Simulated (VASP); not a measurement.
MoS2, 9 atoms in the cell. It takes space group C2/m (No. 12, monoclinic). The conventional cell has a = 5.429 Å, b = 3.134 Å, c = 17.916 Å, α = 90.00°, β = 94.34°, γ = 90.00°. Within 3.2 Å of Mo (site symmetry m) lie 6 S at 2.42 Å and 6 Mo at 3.13 Å. Mo (site symmetry 2/m) has 6 S at 2.42 Å and 6 Mo at 3.13 Å within 3.2 Å. S (site symmetry m) has 3 Mo at 2.42 Å and 9 S at 3.13 to 3.29 Å within 3.3 Å. S (site symmetry m) has 3 Mo at 2.42 Å and 8 S at 3.13 to 3.20 Å within 3.2 Å. S (site symmetry m) has 3 Mo at 2.42 Å and 9 S at 3.13 to 3.29 Å within 3.3 Å. 

```yaml
Program: VASP 6.6.1
Task: single point
Functional: PBE
Dispersion: D3(BJ)
Potentials_or_basis: VASP PAW PBE potentials, release 64 (Mo_sv, S)
Cutoff: 520 eV
k_mesh: 14 × 14 × 3
Occupations: gaussian, width 0.15 eV
Spin: no spin polarisation
Dipole_correction: no
Further_INCAR_settings: ALGO = Fast; EDIFF = 1e-06; NBANDS = 49
```

Potentials or basis: VASP PAW PBE potentials, release 64 (Mo_sv, S).

The run is started by

```sh
$ cat potpaw_PBE.64/Mo_sv/POTCAR potpaw_PBE.64/S/POTCAR > POTCAR
$ mpirun -np 1 vasp_std > vasp.out
```

Hardware: 1 thread of Oxide Virtual Turin-like Processor, on a shared host.

How long does it take, and how much memory?

Wall time 41 min on 1 thread of Oxide Virtual Turin-like Processor, with other jobs on the host, peak memory 0.87 GiB. Counts: scf iterations 17, k points 162.
